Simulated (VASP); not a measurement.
**Si6O11 (a cell with a defect): single point with PBE**

Si6O11 (a cell with a defect):

```xyz
17
Lattice="-2.5103 4.3480 0.0000 0.0000 0.0000 5.5093 7.5310 4.3480 0.0000" Properties=species:S:1:pos:R:3 pbc="T T T"
Si   -0.1180    4.3480    1.8364
Si    4.9027    4.3480    1.8364
Si    1.3142    6.4198    3.6728
Si   -1.1962    2.0718    3.6728
Si    1.3142    2.2762    0.0000
Si    3.8245    6.6242    0.0000
O     1.4385    1.1126    1.1325
O     3.9488    5.4606    1.1325
O     0.8276    5.0375    2.9690
O     5.8482    5.0375    2.9690
O     5.2649    6.8940    4.8054
O     0.2443    1.8020    4.3767
O     2.7546    6.1501    4.3767
O    -1.0718    3.2355    2.5403
O     3.9488    3.2355    2.5403
O     0.8276    3.6585    0.7039
O     5.8482    3.6585    0.7039
```

This cell differs from its parent crystal: atoms taken out, atom 16 moved 0.000 of the way to it and +0.000 Å across, host rigid.

```
Program                : VASP 6.6.1
Task                   : single point
Functional             : PBE
Potentials or basis    : VASP PAW PBE potentials, release 64 (Si, O)
Cutoff                 : 520 eV
k mesh                 : 4 × 4 × 2
Occupations            : gaussian, width 0.05 eV
Spin                   : no spin polarisation
Dipole correction      : no
Charge                 : 2
Further INCAR settings : LREAL = Auto; ALGO = Normal; EDIFF = 1e-06; NBANDS = 59; NELECT = 88.0
```

```json
{"Largest force": "3.518 eV/Å"}
```

Forces in eV/Å, atoms in the order of the input:
```
Si  -0.733 -1.168  0.481
Si   0.948  1.186 -0.166
Si   2.349 -0.580 -2.478
Si  -1.113 -0.001 -0.788
Si  -3.270 -0.392  1.235
Si   0.974  0.406  1.093
O    0.625  0.885 -1.025
O   -0.249 -0.172 -0.109
O    0.077  0.808  1.213
O    0.014 -0.012  0.161
O    0.075 -0.046 -0.129
O    2.080  0.099  0.633
O   -1.688 -0.009 -0.071
O    0.391  0.470 -0.340
O   -1.286 -0.966  1.140
O    1.146 -0.364 -0.888
O   -0.340 -0.144  0.038
```

Levels at points of the mesh, in eV from the Fermi level:
| k point | band 42 | band 43 | band 44 | band 45 | band 46 | band 47 |
| --- | --- | --- | --- | --- | --- | --- |
| (0.00, 0.00, 0.00) | -0.59 | -0.27 | -0.04 | -0.03 | 3.90 | 6.39 |
| (0.50, 0.00, 0.00) | -0.63 | -0.19 | -0.05 | 0.08 | 3.75 | 6.36 |
| (0.00, 0.50, 0.00) | -0.45 | -0.27 | -0.05 | 0.10 | 3.73 | 6.35 |
| (0.50, 0.50, 0.00) | -0.62 | -0.54 | -0.37 | 0.16 | 3.88 | 6.62 |
| (0.00, 0.00, 0.50) | -0.64 | -0.25 | -0.07 | 0.12 | 3.79 | 6.30 |
| (0.50, 0.00, 0.50) | -0.60 | -0.19 | -0.05 | 0.03 | 3.77 | 6.38 |
| (0.00, 0.50, 0.50) | -0.53 | -0.33 | -0.04 | 0.15 | 3.72 | 6.39 |
| (0.50, 0.50, 0.50) | -0.58 | -0.54 | -0.30 | 0.08 | 3.88 | 6.68 |

Run time: 21 min on 1 thread of Intel Xeon 8259CL, on a shared host, peak memory 0.43 GiB.

Caveat: the k points lie up to 0.36 Å⁻¹ apart; the cell carries a net charge on a neutralising background, which shifts energy and pressure; the cell differs from its parent crystal (atoms taken out, atom 16 moved 0.000 of the way to it and +0.000 Å across, host rigid); the cell is charged against a uniform background, so pressure and absolute levels hang on convention.
